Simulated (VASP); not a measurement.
# Ba (Pm-3m) in VASP: further runs, part 2 of 3

VASP 6.6.1. The steps go on from the part before.

## Step 3: Single point, r2SCAN

This run uses another cell than the first one, of 35.75 Å³/atom, 1.283 times its volume.

POSCAR reads:

```
Ba
1.0
    3.2943867219      0.0000000000      0.0000000000
    0.0000000000      3.2943867219      0.0000000000
    0.0000000000      0.0000000000      3.2943867219
Ba
1
Direct
    0.0000000000      0.0000000000      0.0000000000
```

INCAR.step1 reads:

```
PREC = Accurate ; ENCUT = 520
ISMEAR = -1 ; SIGMA = 0.05
LREAL = False ; LASPH = True
NELM = 80 ; NBANDS = 11
GGA = PE ; ALGO = Normal
EDIFF = 1E-4 ; LWAVE = True
LCHARG = False
```

INCAR.step2 reads:

```
PREC = Accurate ; ENCUT = 520
EDIFF = 1E-6 ; ISMEAR = -1
SIGMA = 0.05 ; LREAL = False
LASPH = True ; NELM = 80
ALGO = Normal ; ISIF = 2
LWAVE = False ; LCHARG = False
METAGGA = R2SCAN ; LMIXTAU = True
NBANDS = 11 ; ISTART = 1
```

KPOINTS reads:

```
Automatic mesh
0
Gamma
  7 7 7
```

Potentials or basis: VASP PAW PBE potentials, release 64 (Ba_sv).

Run with:

```
$ cat potpaw_PBE.64/Ba_sv/POTCAR > POTCAR
$ cp INCAR.step1 INCAR
$ mpirun -np 1 vasp_std > vasp.out
$ cp INCAR.step2 INCAR
$ mpirun -np 1 vasp_std > vasp.out
```

OUTCAR:

```text
PREC = Accurate
   ENCUT = 520
   EDIFF = 1E-6
   ISMEAR = -1
   LREAL = False
   LASPH = True
   NELM = 80
   ISIF = 2
   METAGGA = R2SCAN
   ISTART = 1

 ion  position               nearest neighbor table
   1  0.000  0.000  0.000-

  LATTYP: Found a simple cubic cell.
 ALAT       =     3.2943867219

  Lattice vectors:

 A1 = (   3.2943867219,   0.0000000000,   0.0000000000)
 A2 = (   0.0000000000,   3.2943867219,   0.0000000000)
 A3 = (   0.0000000000,   0.0000000000,   3.2943867219)

Analysis of symmetry for initial positions (statically):
=====================================================================
 Subroutine PRICEL returns:
 Original cell was already a primitive cell.

 Routine SETGRP: Setting up the symmetry group for a
 simple cubic supercell.

 Subroutine GETGRP returns: Found 48 space group operations
 (whereof 48 operations were pure point group operations)
 out of a pool of 48 trial point group operations.

The static configuration has the point symmetry O_h .

Analysis of symmetry for dynamics (positions and initial velocities):
=====================================================================
 Subroutine PRICEL returns:
 Original cell was already a primitive cell.

 Routine SETGRP: Setting up the symmetry group for a
 simple cubic supercell.

 Subroutine GETGRP returns: Found 48 space group operations
 (whereof 48 operations were pure point group operations)
 out of a pool of 48 trial point group operations.

The dynamic configuration has the point symmetry O_h .

 Subroutine INISYM returns: Found 48 space group operations
 (whereof 48 operations are pure point group operations),
 and found     1 'primitive' translations

----------------------------------------------------------------------------------------

                                     Primitive cell

  volume of cell :      35.7539

  direct lattice vectors                    reciprocal lattice vectors
     3.294386722  0.000000000  0.000000000     0.303546634  0.000000000  0.000000000
     0.000000000  3.294386722  0.000000000     0.000000000  0.303546634  0.000000000
     0.000000000  0.000000000  3.294386722     0.000000000  0.000000000  0.303546634

  length of vectors
     3.294386722  3.294386722  3.294386722     0.303546634  0.303546634  0.303546634

  position of ions in fractional coordinates (direct lattice)
     0.000000000  0.000000000  0.000000000

  ion indices of the primitive-cell ions
   primitive index   ion index
                 1           1

----------------------------------------------------------------------------------------

 KPOINTS: Automatic mesh

Automatic generation of k-mesh.
 Grid dimensions read from file:
 generate k-points for:    7    7    7

 Generating k-lattice:

  Cartesian coordinates                     Fractional coordinates (reciprocal lattice)
     0.043363805  0.000000000  0.000000000     0.142857143  0.000000000  0.000000000
     0.000000000  0.043363805  0.000000000     0.000000000  0.142857143  0.000000000
     0.000000000  0.000000000  0.043363805     0.000000000  0.000000000  0.142857143

  Length of vectors
     0.043363805  0.043363805  0.043363805

  Shift w.r.t. Gamma in fractional coordinates (k-lattice)
     0.000000000  0.000000000  0.000000000

 Subroutine IBZKPT returns following result:
 ===========================================

 Found     20 irreducible k-points:

 Following reciprocal coordinates:
            Coordinates               Weight
  0.000000  0.000000  0.000000      1.000000
  0.142857  0.000000  0.000000      6.000000
  0.285714  0.000000  0.000000      6.000000
  0.428571  0.000000  0.000000      6.000000
  0.142857  0.142857  0.000000     12.000000
  0.285714  0.142857  0.000000     24.000000
[... 12 lines left out ...]
  0.428571  0.428571  0.285714     24.000000
  0.428571  0.428571  0.428571      8.000000
   k-points           NKPTS =     20   k-points in BZ     NKDIM =     20   number of bands    NBANDS=     11
   number of dos      NEDOS =    301   number of ions     NIONS =      1
   total plane-waves  NPLWV =  21952
   dimension x,y,z NGX =    28 NGY =   28 NGZ =   28
   dimension x,y,z NGXF=    56 NGYF=   56 NGZF=   56
   ions per type =               1
   NGX,Y,Z   is equivalent  to a cutoff of  14.13, 14.13, 14.13 a.u.
   NGXF,Y,Z  is equivalent  to a cutoff of  28.26, 28.26, 28.26 a.u.
 SYSTEM =  unknown system
   PREC   = accura    normal or accurate (medium, high low for compatibility)
   ISTART =      1    job   : 0-new  1-cont  2-samecut
   ICHARG =      0    charge: 1-file 2-atom 10-const
   ISPIN  =      1    spin polarized calculation?
   LNONCOLLINEAR =      F non collinear calculations
   LSORBIT =      F    spin-orbit coupling
   LASPH  =      T    aspherical Exc in radial PAW
   ENCUT  =  520.0 eV  38.22 Ry    6.18 a.u.   6.13  6.13  6.13*2*pi/ulx,y,z
   NELM   =     80;   NELMIN=  2; NELMDL=  0     # of ELM steps
   EDIFF  = 0.1E-05   stopping-criterion for ELM
   LREAL  =      F    real-space projection
   EDIFFG = 0.1E-04   stopping-criterion for IOM
   NSW    =      0    number of steps for IOM
   IBRION =     -1    ionic relax: 0-MD 1-quasi-New 2-CG
   NFREE  =      0    steps in history (QN), initial steepest desc. (CG)
   ISIF   =      2    stress and relaxation
   ISYM   =      2    0-nonsym 1-usesym 2-fastsym
   POTIM  = 0.5000    time-step for ionic-motion
   TEBEG  =    0.0;   TEEND  =   0.0 temperature during run
   PSTRESS=    0.0 pullay stress
   NELECT =      10.0000    total number of electrons
   NUPDOWN=      -1.0000    fix difference up-down
   EMIN   =  10.00;   EMAX   =-10.00  energy-range for DOS
   EFERMI =   0.00;   METHOD = LEGACY
   ISMEAR =    -1;   SIGMA  =   0.05  broadening in eV -4-tet -1-fermi 0-gaus
   EFERMI_NEDOS =   21; number of points for ismear=-14 and -15
   IALGO  =     38    algorithm
   IMIX   =      4    mixing-type and parameters
     AMIX     =   0.40;   BMIX     =  1.00
     AMIX_MAG =   1.60;   BMIX_MAG =  1.00
  volume/ion in A,a.u.               =      35.75       241.28
  Fermi-wavevector in a.u.,A,eV,Ry     =   1.070616  2.023170 15.595241  1.146218
  Thomas-Fermi vector in A             =   2.206331
   LORBIT       =      0    0 simple, 1 ext, 2 COOP (PROOUT), +10 PAW based schemes
   METAGGA = R2SCAN    functional components
   LHFCALC =     F    Hartree Fock is set to
   AEXX    =    0.0000 exact exchange contribution
   IVDW    =     0    specifies the selected vdW correction
   LEPSILON=     F    determine dielectric tensor
   LRPA    =     F    only Hartree local field effects (RPA)
 non-spin polarized calculation
  energy-cutoff  :      520.00
  volume of cell :       35.75
 maximum number of plane-waves:       974
 NGX is ok and might be reduce to    28
   NGX = 13   NGY = 13   NGZ = 13

 number of electron      10.0000001 magnetization

 Free energy of the ion-electron system (eV)
  ---------------------------------------------------
  ext. energy  EPLUGINS =         0.00000000
  ---------------------------------------------------
  free energy    TOTEN  =       -25.59290156 eV

  energy without entropy =      -25.57891340  energy(sigma->0) =      -25.58590748

 E-fermi :   4.4601     XC(G=0): -10.0415

 val. band max:        4.3549699440   @ k =   0.4286   0.0000   0.0000
 cond. band min:       4.4836408793   @ k =   0.1429   0.1429   0.0000
 fundamental gap:      0.1286709353
 Fermi energy:         4.4601302244

 k-point     1 :       0.0000    0.0000    0.0000
  band No.  band energies     occupation
      1     -25.9903      2.00000
      2      -9.2620      2.00000
      3      -9.2620      2.00000
      4      -9.2620      2.00000
      5       1.8815      2.00000
      6       3.7283      2.00000
      7       3.7283      2.00000
      8      12.5654      0.00000
      9      12.5654      0.00000
     10      12.5654      0.00000
     11      16.2565      0.00000
[... 253 lines left out ...]
 k-point    20 :       0.4286    0.4286    0.4286
  band No.  band energies     occupation
      1     -24.8468      2.00000
      2     -11.0851      2.00000
      3     -11.0678      2.00000
      4     -11.0678      2.00000
      5       3.2181      2.00000
      6       3.5547      2.00000
      7       3.5547      2.00000
      8       9.1913      0.00000
      9      14.2856      0.00000
     10      14.2856      0.00000
     11      16.9360      0.00000

------------------------ aborting loop because EDIFF is reached ----------------------------------------

  FORCE on cell =-STRESS in cart. coord.  units (eV):
  Direction    XX          YY          ZZ          XY          YZ          ZX
  --------------------------------------------------------------------------------------
  -------------------------------------------------------------------------------------
  Total        2.6567233      2.6567233      2.6567233      0.0000000      0.0000000      0.0000000
  in kB      119.0510316    119.0510316    119.0510316      0.0000000      0.0000000      0.0000000
  external PRESSURE =     119.0510316 kB  Pullay stress =       0.0000000 kB

 VOLUME and BASIS-vectors are now :
 -----------------------------------------------------------------------------
  energy-cutoff  :      520.00
  volume of cell :       35.75
      direct lattice vectors                 reciprocal lattice vectors
     3.294386722  0.000000000  0.000000000     0.303546634  0.000000000  0.000000000
     0.000000000  3.294386722  0.000000000     0.000000000  0.303546634  0.000000000
     0.000000000  0.000000000  3.294386722     0.000000000  0.000000000  0.303546634

 POSITION                                       TOTAL-FORCE (eV/Angst)
 -----------------------------------------------------------------------------------
      0.00000      0.00000      0.00000         0.000000      0.000000      0.000000
 -----------------------------------------------------------------------------------
    total drift:                               -0.000000      0.000000     -0.000000

  FREE ENERGIE OF THE ION-ELECTRON SYSTEM (eV)
  ---------------------------------------------------
  free  energy   TOTEN  =       -25.5929015559 eV

  energy  without entropy=      -25.5789133956  energy(sigma->0) =      -25.58590748
```

Wall time 18 s (1 thread of Intel Xeon 6975P-C (Granite Rapids), shared host); peak memory 0.16 GiB.

Results:

| Quantity | Value |
| --- | --- |
| Free energy | -25.5929 eV |
| Pressure | 11.9 GPa |
| Band gap on the k mesh | zero (band 5 reaches 4.54 eV, above the bottom of band 6 at 3.55 eV) |

Caveat: the PAW data sets were made with another functional, which shifts forces and pressure a little; spin-orbit coupling is left out, which moves the levels of the heavy elements.

(Part 2 of 3 ends here.)
